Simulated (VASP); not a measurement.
Runs of VASP 6.6.1 on Zr. The structure is that of space group Im-3m (No. 229), or close to it. The cells are those of the table. This isn't the form of Zr at room conditions, which is hcp.

```tsv
cell	k mesh	gap on the mesh (eV)	pressure (GPa)
a = 3.051 Å, angles 109.5°, 1 atom	16 × 16 × 16	none	(a)
a = 3.134 Å, angles 109.5°, 1 atom	16 × 16 × 16	none	-3.1
a = 3.206, b = 3.207, c = 3.220 Å, angles 109.4, 109.3, 109.3°, 1 atom	14 × 14 × 14	none	-8.5
a = 3.135 Å, angles 109.5°, 1 atom	14 × 14 × 14	none	-3.2
```

Alike in all rows: task single point; level PBE; potentials or basis VASP PAW PBE potentials, release 64 (Zr_sv); no spin polarisation; cutoff (eV) 520; smearing gaussian 0.1 eV.

**Question.** Estimate the missing entries.

**Answer.** (a) 4.1.

Caveats: the cell stands under tension (at least some runs); the cell stands under pressure (at least some runs).

A k mesh can miss the band edges, and the runs leave out spin-orbit coupling on Zr.

A gap of «none» marks levels without a gap at the run's occupations.
